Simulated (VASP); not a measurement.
A run of VASP 6.6.1 is set up as follows.

The input INCAR:

```
  PREC = Accurate
  ENCUT = 520
  EDIFF = 1E-7
  ISMEAR = -1
  SIGMA = 0.05
  LREAL = False
  LASPH = True
  NELM = 80
  ALGO = Normal
  ISIF = 2
  LWAVE = False
  LCHARG = True
  GGA = PE
  LELF = True
  LVHAR = True
  NBANDS = 14
```

The input KPOINTS:

```
Automatic mesh
0
Gamma
  9 9 5
```

Contents of POSCAR:

```
Re
1.0
    2.7653363785      0.0000000000      0.0000000000
   -1.3826681893      2.3948515538      0.0000000000
    0.0000000000      0.0000000000      4.4735766300
Re
2
Direct
    0.2736278296      0.6476702063      0.2499999648
    0.7263723163      1.1023301197      0.7499998944
```

Potentials or basis: VASP PAW PBE potentials, release 64 (Re).

Run with:

```bash
$ cat potpaw_PBE.64/Re/POTCAR > POTCAR
$ mpirun -np 1 vasp_std > vasp.out
```

Task: What does it give for the band gap on the k mesh?

Result: Zero (band 7 reaches 10.63 eV, above the bottom of band 8 at 6.99 eV).

Task: What does it give for the pressure?

Result: 11.9 GPa.

Task: What does it give for the largest force?

Result: 0.121 eV/Å.

Forces on the atoms (eV/Å):
```
Re   0.107  0.056  0.000
Re  -0.107 -0.056  0.000
```

Caveat: spin-orbit coupling is left out, which moves the levels of the heavy elements.
